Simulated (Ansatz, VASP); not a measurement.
# One calculation of Cs2Mg, two programs

```xyz
3
Lattice="0.0000 4.9214 4.9214 4.9214 0.0000 4.9214 4.9214 4.9214 0.0000" Properties=species:S:1:pos:R:3 pbc="T T T"
Cs    2.4607    2.4607    2.4607
Cs    7.3822    7.3822    7.3822
Mg    0.0000    0.0000    0.0000
```

Alike in both runs: functional PBE; k mesh 8 × 8 × 8; occupations gaussian, width 0.1 eV; no spin polarisation.

Ansatz relaxed the structure, and its values are those at the end. VASP's run is a single point on that final structure, the one shown.

|  | VASP | Ansatz |
| --- | --- | --- |
| version | VASP 6.6.1 | Ansatz 0.2.0 |
| potentials or method | VASP PAW PBE potentials, release 64 (Cs_sv, Mg), cutoff 520 eV | scalar-relativistic, plane waves, PAW |
| valence electrons in the cell | 20 | 28 |

|  | VASP | Ansatz | Ansatz less VASP |
| --- | --- | --- | --- |
| gap on the k mesh at the Fermi level (eV) | none | none | - |
| pressure (GPa) | 0.0 | 0.0 | +0.01 |

A gap of «none» marks a metal or a gap that the smearing closes. VASP's potentials hold 20 valence electrons a cell and Ansatz's 28, so a difference there can come from the potentials and not from the codes.

Spin-orbit coupling is off throughout.
